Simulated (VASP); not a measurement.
# Zn (Fd-3m) in VASP: density of states with PBE

Aim: the density of states of Zn with PBE.

All numbers are computed with VASP 6.6.1; they aren't measurements. Logs are shortened: lines on timing, memory, paths and dates and some standing lists are left out, and cuts for length are marked.

## Step 1: The cell of the first run

Symmetry: Fd-3m, No. 227, cubic system. The conventional cell has a = 5.830 Å, b = 5.830 Å, c = 5.830 Å, α = 90.00°, β = 90.00°, γ = 90.00°. Within 3.3 Å of Zn (site symmetry -43m) lie 4 Zn at 2.52 Å.

## Step 2: Density of states, PBE

Input file POSCAR:

```
Zn
1.0
    0.0000000000      2.9151411625      2.9151411625
    2.9151411625      0.0000000000      2.9151411625
    2.9151411625      2.9151411625      0.0000000000
Zn
2
Direct
   -0.1250000000     -0.1250000000     -0.1250000000
    0.1250000000      0.1250000000      0.1250000000
```

Input file INCAR.step1:

```
SYSTEM = Zn
PREC = Accurate ; ENCUT = 520
EDIFF = 1E-6 ; ISMEAR = -1
SIGMA = 0.05 ; LREAL = .FALSE.
LASPH = .TRUE. ; NELM = 80
ALGO = Normal ; ISIF = 2
LWAVE = .FALSE. ; LCHARG = .TRUE.
GGA = PE ; NBANDS = 19
```

Input file KPOINTS.step1:

```
regular mesh
0
G
  12 12 12
  0 0 0
```

Input file INCAR.step2:

```
SYSTEM = Zn
PREC = Accurate ; ENCUT = 520
EDIFF = 1E-6 ; ISMEAR = -5
SIGMA = 0.05 ; LREAL = .FALSE.
LASPH = .TRUE. ; NELM = 80
ALGO = Normal ; ISIF = 2
LWAVE = .FALSE. ; LCHARG = .FALSE.
GGA = PE ; LORBIT = 11
NBANDS = 19 ; NEDOS = 2001
ICHARG = 11
```

Input file KPOINTS.step2:

```
regular mesh
0
G
  18 18 18
  0 0 0
```

Potentials or basis: VASP PAW PBE potentials, release 64 (Zn).

Run with:

```
$ cat potpaw_PBE.64/Zn/POTCAR > POTCAR
$ cp INCAR.step1 INCAR
$ cp KPOINTS.step1 KPOINTS
$ mpirun -np 1 vasp_std > vasp.out
$ cp INCAR.step2 INCAR
$ cp KPOINTS.step2 KPOINTS
$ mpirun -np 1 vasp_std > vasp.out
```

OUTCAR:

```text
SYSTEM = Zn
   PREC = Accurate
   ENCUT = 520
   EDIFF = 1E-6
   ISMEAR = -5
   LREAL = .FALSE.
   LASPH = .TRUE.
   NELM = 80
   ISIF = 2
   GGA = PE
   LORBIT = 11
   ICHARG = 11

 ion  position               nearest neighbor table
   1  0.875  0.875  0.875-   2 2.52   2 2.52   2 2.52   2 2.52
   2  0.125  0.125  0.125-   1 2.52   1 2.52   1 2.52   1 2.52

  LATTYP: Found a face centered cubic cell.
 ALAT       =     5.8302823250

  Lattice vectors:

 A1 = (   0.0000000000,   2.9151411625,   2.9151411625)
 A2 = (   2.9151411625,   0.0000000000,   2.9151411625)
 A3 = (   2.9151411625,   2.9151411625,   0.0000000000)

Analysis of symmetry for initial positions (statically):
=====================================================================
 Subroutine PRICEL returns:
 Original cell was already a primitive cell.

 Routine SETGRP: Setting up the symmetry group for a
 face centered cubic supercell.

 Subroutine GETGRP returns: Found 48 space group operations
 (whereof 12 operations were pure point group operations)
 out of a pool of 48 trial point group operations.

The static configuration has the point symmetry D_3d.
 The point group associated with its full space group is O_h .

Analysis of symmetry for dynamics (positions and initial velocities):
=====================================================================
 Subroutine PRICEL returns:
 Original cell was already a primitive cell.

 Routine SETGRP: Setting up the symmetry group for a
 face centered cubic supercell.

 Subroutine GETGRP returns: Found 48 space group operations
 (whereof 12 operations were pure point group operations)
 out of a pool of 48 trial point group operations.

The dynamic configuration has the point symmetry D_3d.
 The point group associated with its full space group is O_h .

 Subroutine INISYM returns: Found 48 space group operations
 (whereof 12 operations are pure point group operations),
 and found     1 'primitive' translations

----------------------------------------------------------------------------------------

                                     Primitive cell

  volume of cell :      49.5460

  direct lattice vectors                    reciprocal lattice vectors
     0.000000000  2.915141162  2.915141162    -0.171518281  0.171518281  0.171518281
     2.915141162  0.000000000  2.915141162     0.171518281 -0.171518281  0.171518281
     2.915141162  2.915141162  0.000000000     0.171518281  0.171518281 -0.171518281

  length of vectors
     4.122632168  4.122632168  4.122632168     0.297078376  0.297078376  0.297078376

  position of ions in fractional coordinates (direct lattice)
     0.875000000  0.875000000  0.875000000
     0.125000000  0.125000000  0.125000000

  ion indices of the primitive-cell ions
   primitive index   ion index
                 1           1
                 2           2

----------------------------------------------------------------------------------------

 KPOINTS: regular mesh

Automatic generation of k-mesh.
 Grid dimensions read from file:
 generate k-points for:   18   18   18

 Generating k-lattice:

  Cartesian coordinates                     Fractional coordinates (reciprocal lattice)
    -0.009528793  0.009528793  0.009528793     0.055555556  0.000000000  0.000000000
     0.009528793 -0.009528793  0.009528793     0.000000000  0.055555556  0.000000000
     0.009528793  0.009528793 -0.009528793     0.000000000  0.000000000  0.055555556

  Length of vectors
     0.016504354  0.016504354  0.016504354

  Shift w.r.t. Gamma in fractional coordinates (k-lattice)
     0.000000000  0.000000000  0.000000000

 TETIRR: Found    806 inequivalent tetrahedra from    34992

 Subroutine IBZKPT returns following result:
 ===========================================

 Found    195 irreducible k-points:

 Following reciprocal coordinates:
            Coordinates               Weight
  0.000000  0.000000  0.000000      1.000000
  0.055556  0.000000  0.000000      8.000000
  0.111111  0.000000  0.000000      8.000000
  0.166667  0.000000  0.000000      8.000000
  0.222222  0.000000  0.000000      8.000000
  0.277778  0.000000  0.000000      8.000000
[... 16 lines left out ...]
 -0.277778  0.055556  0.000000     24.000000
 -0.222222  0.055556  0.000000     24.000000
 [... further k-points ...]
   k-points           NKPTS =    195   k-points in BZ     NKDIM =    195   number of bands    NBANDS=     19
   number of dos      NEDOS =   2001   number of ions     NIONS =      2
   total plane-waves  NPLWV =  32768
   dimension x,y,z NGX =    32 NGY =   32 NGZ =   32
   dimension x,y,z NGXF=    64 NGYF=   64 NGZF=   64
   ions per type =               2
   NGX,Y,Z   is equivalent  to a cutoff of  12.90, 12.90, 12.90 a.u.
   NGXF,Y,Z  is equivalent  to a cutoff of  25.81, 25.81, 25.81 a.u.
 SYSTEM =  Zn
   PREC   = accura    normal or accurate (medium, high low for compatibility)
   ISTART =      0    job   : 0-new  1-cont  2-samecut
   ICHARG =     11    charge: 1-file 2-atom 10-const
   ISPIN  =      1    spin polarized calculation?
   LNONCOLLINEAR =      F non collinear calculations
   LSORBIT =      F    spin-orbit coupling
   LASPH  =      T    aspherical Exc in radial PAW
   ENCUT  =  520.0 eV  38.22 Ry    6.18 a.u.   7.67  7.67  7.67*2*pi/ulx,y,z
   NELM   =     80;   NELMIN=  2; NELMDL=  0     # of ELM steps
   EDIFF  = 0.1E-05   stopping-criterion for ELM
   LREAL  =      F    real-space projection
   EDIFFG = 0.1E-04   stopping-criterion for IOM
   NSW    =      0    number of steps for IOM
   IBRION =     -1    ionic relax: 0-MD 1-quasi-New 2-CG
   NFREE  =      0    steps in history (QN), initial steepest desc. (CG)
   ISIF   =      2    stress and relaxation
   ISYM   =      2    0-nonsym 1-usesym 2-fastsym
   POTIM  = 0.5000    time-step for ionic-motion
   TEBEG  =    0.0;   TEEND  =   0.0 temperature during run
   PSTRESS=    0.0 pullay stress
   NELECT =      24.0000    total number of electrons
   NUPDOWN=      -1.0000    fix difference up-down
   EMIN   =  10.00;   EMAX   =-10.00  energy-range for DOS
   EFERMI =   0.00;   METHOD = LEGACY
   ISMEAR =    -5;   SIGMA  =   0.05  broadening in eV -4-tet -1-fermi 0-gaus
   EFERMI_NEDOS =   21; number of points for ismear=-14 and -15
   IALGO  =     38    algorithm
   IMIX   =      4    mixing-type and parameters
     AMIX     =   0.40;   BMIX     =  1.00
     AMIX_MAG =   1.60;   BMIX_MAG =  1.00
  volume/ion in A,a.u.               =      24.77       167.18
  Fermi-wavevector in a.u.,A,eV,Ry     =   1.285708  2.429636 22.491041  1.653045
  Thomas-Fermi vector in A             =   2.417826
   LORBIT       =     11    0 simple, 1 ext, 2 COOP (PROOUT), +10 PAW based schemes
   GGA     = PE    functional components
   LHFCALC =     F    Hartree Fock is set to
   AEXX    =    0.0000 exact exchange contribution
   IVDW    =     0    specifies the selected vdW correction
   LEPSILON=     F    determine dielectric tensor
   LRPA    =     F    only Hartree local field effects (RPA)
 non-spin polarized calculation
 Fermi weights with tetrahedron method with Bloechl corrections
  energy-cutoff  :      520.00
  volume of cell :       49.55
 maximum number of plane-waves:      1363

 number of electron      24.0000007 magnetization

 Free energy of the ion-electron system (eV)
  ---------------------------------------------------
  ext. energy  EPLUGINS =         0.00000000
  ---------------------------------------------------
  free energy    TOTEN  =        -1.28057556 eV

  energy without entropy =       -1.28057556  energy(sigma->0) =       -1.28057556

 E-fermi :   0.2759     XC(G=0):  -8.9278

 val. band max:        0.2625287955   @ k =  -0.2778   0.5000   0.2222
 cond. band min:       0.2385428974   @ k =  -0.2778   0.2778   0.0556
 fundamental gap:     -0.0239858981
 Fermi energy:         0.2758577334

 k-point     1 :       0.0000    0.0000    0.0000
  band No.  band energies     occupation
      1      -7.2445      2.00000
      2      -7.2445      2.00000
      3      -7.2445      2.00000
      4      -7.2439      2.00000
      5      -7.2073      2.00000
      6      -7.2073      2.00000
[... 11 lines left out ...]
     18       7.2609      0.00000
     19       9.1997      0.00000

 k-point     2 :       0.0556    0.0000    0.0000
  band No.  band energies     occupation
      1      -7.2563      2.00000
      2      -7.2563      2.00000
      3      -7.2444      2.00000
      4      -7.2122      2.00000
      5      -7.1923      2.00000
      6      -7.1923      2.00000
[... 11 lines left out ...]
     18       7.7395      0.00000
     19       9.4965      0.00000

 k-point     3 :       0.1111    0.0000    0.0000
  band No.  band energies     occupation
      1      -7.2732      2.00000
      2      -7.2732      2.00000
      3      -7.2440      2.00000
      4      -7.1665      2.00000
      5      -7.1665      2.00000
      6      -7.1261      2.00000
[... 11 lines left out ...]
     18       8.5875      0.00000
     19      10.2164      0.00000

 k-point     4 :       0.1667    0.0000    0.0000
  band No.  band energies     occupation
      1      -7.2857      2.00000
      2      -7.2857      2.00000
      3      -7.2430      2.00000
      4      -7.1415      2.00000
      5      -7.1415      2.00000
      6      -7.0224      2.00000
[... 407 lines left out ...]
     18       9.8132      0.00000
     19      11.8853      0.00000

 k-point    23 :      -0.2778    0.0556    0.0000
  band No.  band energies     occupation
      1      -7.3085      2.00000
      2      -7.2809      2.00000
      3      -7.2341      2.00000
      4      -7.1206      2.00000
      5      -7.0857      2.00000
      6      -6.9378      2.00000
[... 11 lines left out ...]
     18       9.9384      0.00000
     19      11.1807      0.00000

 k-point    24 :      -0.2222    0.0556    0.0000
  band No.  band energies     occupation
      1      -7.3096      2.00000
      2      -7.2784      2.00000
      3      -7.2407      2.00000
      4      -7.1287      2.00000
      5      -7.0959      2.00000
      6      -6.9432      2.00000
[... 11 lines left out ...]
     18       9.7984      0.00000
     19      10.8021      0.00000

 [... further k-points ...]
[... 5 lines left out ...]
  --------------------------------------------------------------------------------------
  -------------------------------------------------------------------------------------
  Total       -0.0310087     -0.0310087     -0.0310087     -0.0000000     -0.0000000     -0.0000000
  in kB       -1.0027345     -1.0027345     -1.0027345     -0.0000000     -0.0000000     -0.0000000
  external PRESSURE =      -1.0027345 kB  Pullay stress =       0.0000000 kB

 VOLUME and BASIS-vectors are now :
 -----------------------------------------------------------------------------
  energy-cutoff  :      520.00
  volume of cell :       49.55
      direct lattice vectors                 reciprocal lattice vectors
     0.000000000  2.915141162  2.915141162    -0.171518281  0.171518281  0.171518281
     2.915141162  0.000000000  2.915141162     0.171518281 -0.171518281  0.171518281
     2.915141162  2.915141162  0.000000000     0.171518281  0.171518281 -0.171518281

 POSITION                                       TOTAL-FORCE (eV/Angst)
 -----------------------------------------------------------------------------------
      5.10150      5.10150      5.10150         0.000000     -0.000000     -0.000000
      0.72879      0.72879      0.72879        -0.000000      0.000000      0.000000
 -----------------------------------------------------------------------------------
    total drift:                                0.000000      0.000000     -0.000000

  FREE ENERGIE OF THE ION-ELECTRON SYSTEM (eV)
  ---------------------------------------------------
  free  energy   TOTEN  =        -1.2805755592 eV

  energy  without entropy=       -1.2805755592  energy(sigma->0) =       -1.28057556

 total charge

# of ion       s       p       d       tot
------------------------------------------
    1        0.725   0.281   9.718  10.723
    2        0.725   0.281   9.718  10.723
--------------------------------------------------
tot          1.449   0.562  19.436  21.447
```

It took 80 s on 1 thread of Intel Xeon 6975P-C, shared host; peak memory 0.27 GiB.

What came out:

* Valence electrons inside the program's atomic spheres: Zn 10.72

Levels at points of the mesh, in eV from the Fermi level:
```
           k point  band 8  band 9  band 10  band 11  band 12  band 13  band 14  band 15  band 16  band 17
(0.00, 0.00, 0.00)   -6.94   -6.94    -6.75    -6.75     5.16     5.16     5.16     6.64     6.64     6.64
(0.50, 0.00, 0.00)   -6.92   -6.75    -6.75    -4.65    -3.01     3.36     3.36     5.59     7.39     7.39
(0.50, 0.50, 0.00)   -7.04   -6.70    -6.70    -3.16    -3.16     1.18     1.18     4.32     4.32    14.34
```

Caveat: tetrahedron occupations give inexact forces and stress in metals.
